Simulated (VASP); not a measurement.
Nb, 1 atom in the cell. The structure is cubic, space group Fm-3m (No. 225). The conventional cell has a = 4.258 Å, b = 4.258 Å, c = 4.258 Å, α = 90.00°, β = 90.00°, γ = 90.00°. Nb (site symmetry m-3m) has 12 Nb at 3.01 Å within 4.0 Å.  This cell differs from its parent crystal: volume scaled by 1.02.

- Program: VASP 6.6.1
- Task: single point
- Functional: PBE
- Potentials or basis: VASP PAW PBE potentials, release 64 (Nb_sv)
- Cutoff: 520 eV
- k mesh: 13 × 13 × 13
- Occupations: fermi-dirac, width 0.08 eV
- Spin: no spin polarisation
- Dipole correction: no
- Further INCAR settings: ALGO = Normal; EDIFF = 1e-06; NBANDS = 12

Potentials or basis: VASP PAW PBE potentials, release 64 (Nb_sv).

Command:

```console
$ cat potpaw_PBE.64/Nb_sv/POTCAR > POTCAR
$ mpirun -np 1 vasp_std > vasp.out
```

Hardware: 1 thread of Intel(R) Xeon(R) Platinum 8259CL CPU @ 2.50GHz (Skylake/Cascade Lake), with other jobs on the host.

Problem. Estimate the wall time of this run.

Solution. Run time: 11 s on 1 thread of Intel(R) Xeon(R) Platinum 8259CL CPU @ 2.50GHz (Skylake/Cascade Lake) (shared host), peak memory 0.14 GiB. Counts: scf iterations 12, k points 84.
